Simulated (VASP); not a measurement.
# W (I4/mmm) in VASP: further runs, part 2 of 2

VASP 6.6.1. The steps go on from the part before.

### 5 Single point, LDA (14.67 Å³/atom)

This run uses another cell than the first one, of 14.67 Å³/atom.

Input file INCAR:

```
SYSTEM = W
ALGO = Fast ; EDIFF = 1E-6
ENCUT = 520 ; GGA = CA
ISIF = 2 ; ISMEAR = 0
LASPH = .TRUE. ; LCHARG = .TRUE.
LELF = .TRUE. ; LREAL = .FALSE.
LVHAR = .TRUE. ; LWAVE = .FALSE.
NBANDS = 13 ; NELM = 80
PREC = Accurate ; SIGMA = 0.15
```

Input file KPOINTS:

```
k-points
0
G
  22 22 22
  0 0 0
```

Input file POSCAR:

```
W
1.0
    0.0000000000      1.9767972032      1.8775619836
    1.9767972032      0.0000000000      1.8775619836
    1.9767972032      1.9767972032      0.0000000000
W
1
Direct
    0.0000000000      0.0000000000      0.0000000000
```

Potentials or basis: VASP PAW LDA potentials, release 64 (W_sv).

Started as:

```bash
$ cat potpaw_LDA.64/W_sv/POTCAR > POTCAR
$ mpirun -np 1 vasp_std > vasp.out
```

OUTCAR:

```text
SYSTEM = W
   EDIFF = 1E-6
   ENCUT = 520
   GGA = CA
   ISIF = 2
   ISMEAR = 0
   LASPH = .TRUE.
   LREAL = .FALSE.
   NELM = 80
   PREC = Accurate

 ion  position               nearest neighbor table
   1  0.000  0.000  0.000-

  LATTYP: Found a body centered tetragonal cell.
 ALAT       =     2.7956134148
 C/A-ratio  =     1.3432200415

  Lattice vectors:

 A1 = (   0.0000000000,  -1.9767972032,  -1.8775619836)
 A2 = (   0.0000000000,   1.9767972032,  -1.8775619836)
 A3 = (   1.9767972032,   0.0000000000,   1.8775619836)

Analysis of symmetry for initial positions (statically):
=====================================================================
 Subroutine PRICEL returns:
 Original cell was already a primitive cell.

 Routine SETGRP: Setting up the symmetry group for a
 body centered tetragonal supercell.

 Subroutine GETGRP returns: Found 16 space group operations
 (whereof 16 operations were pure point group operations)
 out of a pool of 16 trial point group operations.

The static configuration has the point symmetry D_4h.

Analysis of symmetry for dynamics (positions and initial velocities):
=====================================================================
[... 171 lines left out ...]
      6      11.0093      2.00000
      7      11.0093      2.00000
      8      11.7441      1.99721
      9      14.2712      0.00000
     10      15.3706      0.00000
     11      25.0076      0.00000
     12      30.0526      0.00000
     13      30.0526      0.00000
[... 354 lines left out ...]
  band No.  band energies     occupation
      1     -60.8877      2.00000
      2     -26.4247      2.00000
      3     -25.0554      2.00000
      4     -24.9425      2.00000
      5       5.8674      2.00000
      6      10.6075      2.00000
      7      11.2173      2.00000
      8      12.9788      0.00000
      9      17.7480      0.00000
     10      17.8293      0.00000
     11      23.9703      0.00000
     12      25.1261      0.00000
     13      32.0345      0.00000

 [... further k-points ...]

------------------------ aborting loop because EDIFF is reached ----------------------------------------

  FORCE on cell =-STRESS in cart. coord.  units (eV):
  Direction    XX          YY          ZZ          XY          YZ          ZX
  --------------------------------------------------------------------------------------
  -------------------------------------------------------------------------------------
  Total        2.8801158      2.8801158      1.3578245      0.0000000     -0.0000000      0.0000000
  in kB      314.4647808    314.4647808    148.2537590      0.0000000     -0.0000000      0.0000000
  external PRESSURE =     259.0611069 kB  Pullay stress =       0.0000000 kB

 VOLUME and BASIS-vectors are now :
 -----------------------------------------------------------------------------
  energy-cutoff  :      520.00
  volume of cell :       14.67
      direct lattice vectors                 reciprocal lattice vectors
     0.000000000  1.976797203  1.877561984    -0.252934393  0.252934393  0.266302793
     1.976797203  0.000000000  1.877561984     0.252934393 -0.252934393  0.266302793
     1.976797203  1.976797203  0.000000000     0.252934393  0.252934393 -0.266302793

 POSITION                                       TOTAL-FORCE (eV/Angst)
 -----------------------------------------------------------------------------------
      0.00000      0.00000      0.00000         0.000000      0.000000      0.000000
 -----------------------------------------------------------------------------------
    total drift:                                0.000000     -0.000000      0.000000

  FREE ENERGIE OF THE ION-ELECTRON SYSTEM (eV)
  ---------------------------------------------------
  free  energy   TOTEN  =       -13.5627943881 eV

  energy  without entropy=      -13.5513121309  energy(sigma->0) =      -13.55705326
```

It took 2 min on 1 thread of Intel Xeon 6975P-C (Granite Rapids), shared host; peak memory 0.25 GiB.

What came out:

```
Free energy            : -13.5628 eV
Pressure               : 25.9 GPa
Band gap on the k mesh : zero (bands 7 and 8 overlap by 5.32 eV)
```

Levels at points of the mesh, in eV from the Fermi level:
| k point | band 3 | band 4 | band 5 | band 6 | band 7 | band 8 | band 9 | band 10 | band 11 | band 12 |
| --- | --- | --- | --- | --- | --- | --- | --- | --- | --- | --- |
| (0.00, 0.00, 0.00) | -36.84 | -36.80 | -9.54 | -1.05 | -1.05 | -0.32 | 2.21 | 3.31 | 12.95 | 17.99 |
| (0.50, 0.00, 0.00) | -37.12 | -36.97 | -6.29 | -1.55 | -0.66 | 1.13 | 5.44 | 6.03 | 12.04 | 12.57 |
| (0.50, 0.50, 0.00) | -37.53 | -37.53 | -6.39 | -5.48 | 4.60 | 5.65 | 6.66 | 6.66 | 12.22 | 12.22 |
| (0.50, 0.00, 0.50) | -37.44 | -37.31 | -6.40 | -5.27 | 3.47 | 5.64 | 6.15 | 7.04 | 12.50 | 13.56 |

Caveat: the stress differs along the axes, from 15 to 31 GPa; spin-orbit coupling is left out, which moves the levels of the heavy elements.

### 6 The runs side by side

```csv
cell,further INCAR settings,gap on the mesh (eV),pressure (GPa)
"a = 2.693, b = 2.693, c = 2.828 Å, angles 58.3, 58.3, 63.3°, 1 atom",ALGO = Fast; EDIFF = 1e-07; NBANDS = 13,none,33.2
"a = 2.787, b = 2.787, c = 2.640 Å, angles 61.7, 61.7, 56.5°, 1 atom",ALGO = Fast; EDIFF = 1e-06; NBANDS = 13,none,34.2
"a = 2.668, b = 2.668, c = 2.926 Å, angles 56.7, 56.7, 66.5°, 1 atom",ALGO = Fast; EDIFF = 1e-06; NBANDS = 13,none,30.9
"a = 2.726, b = 2.726, c = 2.796 Å, angles 59.2, 59.2, 61.7°, 1 atom",ALGO = Fast; EDIFF = 1e-06; NBANDS = 13,none,25.9
```

Alike in all rows: task single point; level LDA; potentials or basis VASP PAW LDA potentials, release 64 (W_sv); no spin polarisation; k mesh 22 × 22 × 22; cutoff (eV) 520; smearing gaussian 0.15 eV.

Caveats: spin-orbit coupling is left out, which moves the levels of the heavy elements; the stress differs along the axes, from 13 to 43 GPa (at least some runs); the stress differs along the axes, from 31 to 41 GPa (at least some runs); the stress differs along the axes, from 5 to 44 GPa (at least some runs); the stress differs along the axes, from 15 to 31 GPa (at least some runs).

Absolute energies hang on the potentials; compare differences alone.
